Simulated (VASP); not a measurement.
# Rb (Im-3m) in VASP: a series of runs, part 2 of 3

VASP 6.6.1.

### Step 3. Single point, r2SCAN

This run uses another cell than the first one, of 93.33 Å³/atom.

The input, POSCAR:

```
Rb
1.0
   -2.8574649348      2.8574649348      2.8574649348
    2.8574649348     -2.8574649348      2.8574649348
    2.8574649348      2.8574649348     -2.8574649348
Rb
1
Direct
    0.0000000000      0.0000000000      0.0000000000
```

The input, INCAR.step1:

```
SYSTEM = Rb
PREC     = Accurate       ! precision mode
ENCUT    = 520            ! plane-wave cutoff, eV
ISMEAR   = -1             ! smearing method
SIGMA    = 0.05           ! smearing width, eV
LREAL    = .False.        ! projectors in reciprocal space
LASPH    = .True.         ! aspherical terms in the spheres
NELM     = 60             ! most SCF steps
NBANDS   = 10             ! bands
GGA      = PE             ! functional
ALGO     = Normal         ! electronic algorithm
EDIFF    = 1E-4           ! SCF threshold, eV
LWAVE    = .True.         ! write WAVECAR
LCHARG   = .False.        ! write CHGCAR
```

The input, INCAR.step2:

```
SYSTEM = Rb
PREC     = Accurate       ! precision mode
ENCUT    = 520            ! plane-wave cutoff, eV
EDIFF    = 1E-6           ! SCF threshold, eV
ISMEAR   = -1             ! smearing method
SIGMA    = 0.05           ! smearing width, eV
LREAL    = .False.        ! projectors in reciprocal space
LASPH    = .True.         ! aspherical terms in the spheres
NELM     = 60             ! most SCF steps
ALGO     = Normal         ! electronic algorithm
ISIF     = 2              ! what is computed and relaxed
LWAVE    = .False.        ! write WAVECAR
LCHARG   = .True.         ! write CHGCAR
METAGGA  = R2SCAN         ! meta-GGA
LMIXTAU  = .True.       
LELF     = .True.         ! ELF
LVHAR    = .True.       
NBANDS   = 10             ! bands
ISTART   = 1
```

The input, KPOINTS:

```
Automatic mesh
0
Gamma
  7 7 7
  0 0 0
```

Potentials or basis: VASP PAW PBE potentials, release 64 (Rb_sv).

Run with:

```bash
> cat potpaw_PBE.64/Rb_sv/POTCAR > POTCAR
> cp INCAR.step1 INCAR
> mpirun -np 1 vasp_std > vasp.out
> cp INCAR.step2 INCAR
> mpirun -np 1 vasp_std > vasp.out
```

OUTCAR:

```text
SYSTEM = Rb
   PREC = Accurate
   ENCUT = 520
   EDIFF = 1E-6
   ISMEAR = -1
   LREAL = .False.
   LASPH = .True.
   NELM = 60
   ISIF = 2
   METAGGA = R2SCAN
   ISTART = 1

 ion  position               nearest neighbor table
   1  0.000  0.000  0.000-

  LATTYP: Found a body centered cubic cell.
 ALAT       =     5.7149298696

  Lattice vectors:

 A1 = (  -2.8574649348,   2.8574649348,   2.8574649348)
 A2 = (   2.8574649348,  -2.8574649348,   2.8574649348)
 A3 = (   2.8574649348,   2.8574649348,  -2.8574649348)

Analysis of symmetry for initial positions (statically):
=====================================================================
 Subroutine PRICEL returns:
 Original cell was already a primitive cell.

 Routine SETGRP: Setting up the symmetry group for a
 body centered cubic supercell.

 Subroutine GETGRP returns: Found 48 space group operations
 (whereof 48 operations were pure point group operations)
 out of a pool of 48 trial point group operations.

The static configuration has the point symmetry O_h .

Analysis of symmetry for dynamics (positions and initial velocities):
=====================================================================
 Subroutine PRICEL returns:
 Original cell was already a primitive cell.

 Routine SETGRP: Setting up the symmetry group for a
 body centered cubic supercell.

 Subroutine GETGRP returns: Found 48 space group operations
 (whereof 48 operations were pure point group operations)
 out of a pool of 48 trial point group operations.

The dynamic configuration has the point symmetry O_h .

 Subroutine INISYM returns: Found 48 space group operations
 (whereof 48 operations are pure point group operations),
 and found     1 'primitive' translations

----------------------------------------------------------------------------------------

                                     Primitive cell

  volume of cell :      93.3260

  direct lattice vectors                    reciprocal lattice vectors
    -2.857464935  2.857464935  2.857464935     0.000000000  0.174980275  0.174980275
     2.857464935 -2.857464935  2.857464935     0.174980275  0.000000000  0.174980275
     2.857464935  2.857464935 -2.857464935     0.174980275  0.174980275  0.000000000

  length of vectors
     4.949274448  4.949274448  4.949274448     0.247459478  0.247459478  0.247459478

  position of ions in fractional coordinates (direct lattice)
     0.000000000  0.000000000  0.000000000

  ion indices of the primitive-cell ions
   primitive index   ion index
                 1           1

----------------------------------------------------------------------------------------

 KPOINTS: Automatic mesh

Automatic generation of k-mesh.
 Grid dimensions read from file:
 generate k-points for:    7    7    7

 Generating k-lattice:

  Cartesian coordinates                     Fractional coordinates (reciprocal lattice)
     0.000000000  0.024997182  0.024997182     0.142857143  0.000000000  0.000000000
     0.024997182  0.000000000  0.024997182     0.000000000  0.142857143  0.000000000
     0.024997182  0.024997182  0.000000000     0.000000000  0.000000000  0.142857143

  Length of vectors
     0.035351354  0.035351354  0.035351354

  Shift w.r.t. Gamma in fractional coordinates (k-lattice)
     0.000000000  0.000000000  0.000000000

 Subroutine IBZKPT returns following result:
 ===========================================

 Found     20 irreducible k-points:

 Following reciprocal coordinates:
            Coordinates               Weight
  0.000000  0.000000  0.000000      1.000000
  0.142857  0.000000  0.000000     12.000000
  0.285714  0.000000  0.000000     12.000000
  0.428571  0.000000  0.000000     12.000000
  0.142857  0.142857  0.000000     24.000000
  0.285714  0.142857 -0.000000     48.000000
[... 12 lines left out ...]
 -0.428571 -0.428571  0.285714      8.000000
 -0.428571  0.428571  0.428571      6.000000
   k-points           NKPTS =     20   k-points in BZ     NKDIM =     20   number of bands    NBANDS=     10
   number of dos      NEDOS =    301   number of ions     NIONS =      1
   total plane-waves  NPLWV =  64000
   dimension x,y,z NGX =    40 NGY =   40 NGZ =   40
   dimension x,y,z NGXF=    80 NGYF=   80 NGZF=   80
   ions per type =               1
   NGX,Y,Z   is equivalent  to a cutoff of  13.44, 13.44, 13.44 a.u.
   NGXF,Y,Z  is equivalent  to a cutoff of  26.87, 26.87, 26.87 a.u.
 SYSTEM =  Rb
   PREC   = accura    normal or accurate (medium, high low for compatibility)
   ISTART =      1    job   : 0-new  1-cont  2-samecut
   ICHARG =      0    charge: 1-file 2-atom 10-const
   ISPIN  =      1    spin polarized calculation?
   LNONCOLLINEAR =      F non collinear calculations
   LSORBIT =      F    spin-orbit coupling
   LASPH  =      T    aspherical Exc in radial PAW
   ENCUT  =  520.0 eV  38.22 Ry    6.18 a.u.   9.20  9.20  9.20*2*pi/ulx,y,z
   NELM   =     60;   NELMIN=  2; NELMDL=  0     # of ELM steps
   EDIFF  = 0.1E-05   stopping-criterion for ELM
   LREAL  =      F    real-space projection
   EDIFFG = 0.1E-04   stopping-criterion for IOM
   NSW    =      0    number of steps for IOM
   IBRION =     -1    ionic relax: 0-MD 1-quasi-New 2-CG
   NFREE  =      0    steps in history (QN), initial steepest desc. (CG)
   ISIF   =      2    stress and relaxation
   ISYM   =      2    0-nonsym 1-usesym 2-fastsym
   POTIM  = 0.5000    time-step for ionic-motion
   TEBEG  =    0.0;   TEEND  =   0.0 temperature during run
   PSTRESS=    0.0 pullay stress
   NELECT =       9.0000    total number of electrons
   NUPDOWN=      -1.0000    fix difference up-down
   EMIN   =  10.00;   EMAX   =-10.00  energy-range for DOS
   EFERMI =   0.00;   METHOD = LEGACY
   ISMEAR =    -1;   SIGMA  =   0.05  broadening in eV -4-tet -1-fermi 0-gaus
   EFERMI_NEDOS =   21; number of points for ismear=-14 and -15
   IALGO  =     38    algorithm
   IMIX   =      4    mixing-type and parameters
     AMIX     =   0.40;   BMIX     =  1.00
     AMIX_MAG =   1.60;   BMIX_MAG =  1.00
  volume/ion in A,a.u.               =      93.33       629.80
  Fermi-wavevector in a.u.,A,eV,Ry     =   0.750737  1.418688  7.668335  0.563607
  Thomas-Fermi vector in A             =   1.847557
   LORBIT       =      0    0 simple, 1 ext, 2 COOP (PROOUT), +10 PAW based schemes
   METAGGA = R2SCAN    functional components
   LHFCALC =     F    Hartree Fock is set to
   AEXX    =    0.0000 exact exchange contribution
   IVDW    =     0    specifies the selected vdW correction
   LEPSILON=     F    determine dielectric tensor
   LRPA    =     F    only Hartree local field effects (RPA)
 non-spin polarized calculation
  energy-cutoff  :      520.00
  volume of cell :       93.33
 maximum number of plane-waves:      2526
 NGX is ok and might be reduce to    40
   NGX = 19   NGY = 19   NGZ = 19

 number of electron       9.0000000 magnetization

 Free energy of the ion-electron system (eV)
  ---------------------------------------------------
  ext. energy  EPLUGINS =         0.00000000
  ---------------------------------------------------
  free energy    TOTEN  =       -13.92436278 eV

  energy without entropy =      -13.91687986  energy(sigma->0) =      -13.92062132

 E-fermi :   0.0087     XC(G=0):  -5.6602

 val. band max:       -0.0522404129   @ k =  -0.2857   0.4286   0.1429
 cond. band min:       0.1291207940   @ k =  -0.4286   0.4286   0.1429
 fundamental gap:      0.1813612069
 Fermi energy:         0.0086852162

 k-point     1 :       0.0000    0.0000    0.0000
  band No.  band energies     occupation
      1     -30.0782      2.00000
      2     -13.5697      2.00000
      3     -13.5697      2.00000
      4     -13.5697      2.00000
      5      -2.0444      2.00000
      6       4.1040      0.00000
      7       4.1040      0.00000
      8       4.1040      0.00000
      9       5.0642      0.00000
     10       5.0642      0.00000
[... 235 lines left out ...]
 k-point    20 :      -0.4286    0.4286    0.4286
  band No.  band energies     occupation
      1     -30.0714      2.00000
      2     -13.6327      2.00000
      3     -13.6296      2.00000
      4     -13.6296      2.00000
      5       1.1435      0.00000
      6       1.4433      0.00000
      7       3.3813      0.00000
      8       3.4155      0.00000
      9       3.4155      0.00000
     10       6.0388      0.00000

------------------------ aborting loop because EDIFF is reached ----------------------------------------

  FORCE on cell =-STRESS in cart. coord.  units (eV):
  Direction    XX          YY          ZZ          XY          YZ          ZX
  --------------------------------------------------------------------------------------
  -------------------------------------------------------------------------------------
  Total        0.0237952      0.0237952      0.0237952     -0.0000000     -0.0000000      0.0000000
  in kB        0.4085054      0.4085054      0.4085054     -0.0000000     -0.0000000      0.0000000
  external PRESSURE =       0.4085054 kB  Pullay stress =       0.0000000 kB

 VOLUME and BASIS-vectors are now :
 -----------------------------------------------------------------------------
  energy-cutoff  :      520.00
  volume of cell :       93.33
      direct lattice vectors                 reciprocal lattice vectors
    -2.857464935  2.857464935  2.857464935     0.000000000  0.174980275  0.174980275
     2.857464935 -2.857464935  2.857464935     0.174980275  0.000000000  0.174980275
     2.857464935  2.857464935 -2.857464935     0.174980275  0.174980275  0.000000000

 POSITION                                       TOTAL-FORCE (eV/Angst)
 -----------------------------------------------------------------------------------
      0.00000      0.00000      0.00000        -0.000000     -0.000000     -0.000000
 -----------------------------------------------------------------------------------
    total drift:                               -0.000000      0.000000     -0.000000

  FREE ENERGIE OF THE ION-ELECTRON SYSTEM (eV)
  ---------------------------------------------------
  free  energy   TOTEN  =       -13.9243627818 eV

  energy  without entropy=      -13.9168798589  energy(sigma->0) =      -13.92062132
```

It took 43 s on 1 thread of Intel Xeon 6975P-C (Granite Rapids), shared host; peak memory 0.26 GiB.

Results:

- Free energy: -13.9244 eV
- Pressure: 0.0 GPa
- Band gap on the k mesh: zero (an odd number of electrons rules out a gap without spin polarisation)

Caveat: the PAW data sets were made with another functional, which shifts forces and pressure a little.

### Step 4. Single point, PBE

This run uses another cell than the first one, of 88.04 Å³/atom.

The input, INCAR:

```
PREC = Accurate
ENCUT = 520
EDIFF = 1E-6
ISMEAR = -1
SIGMA = 0.05
LREAL = False
LASPH = True
NELM = 60
ALGO = Normal
ISIF = 2
LWAVE = False
LCHARG = False
GGA = PE
NBANDS = 10
```

The input, KPOINTS:

```
Automatic mesh
0
Gamma
  5 5 5
```

The input, POSCAR:

```
Rb
1.0
   -2.8025000000      2.8025000000      2.8025000000
    2.8025000000     -2.8025000000      2.8025000000
    2.8025000000      2.8025000000     -2.8025000000
Rb
1
Direct
    0.0000000000      0.0000000000      0.0000000000
```

Run with:

```bash
> cat potpaw_PBE.64/Rb_sv/POTCAR > POTCAR
> mpirun -np 1 vasp_std > vasp.out
```

Wall time 18 s (1 thread of Intel Xeon 8259CL, shared host); peak memory 0.19 GiB.

Results (log left out):

* Free energy: -0.9440 eV
* Pressure: 0.1 GPa
* Band gap on the k mesh: zero (an odd number of electrons rules out a gap without spin polarisation)

Levels at points of the mesh, in eV from the Fermi level:
```csv
k point,band 1,band 2,band 3,band 4,band 5,band 6,band 7,band 8
"(0.00, 0.00, 0.00)",-28.93,-12.97,-12.97,-12.97,-2.06,3.66,3.66,3.66
```

(Part 2 of 3 ends here.)

The gap in the log of VASP goes by the Fermi energy; the results here count the filled bands.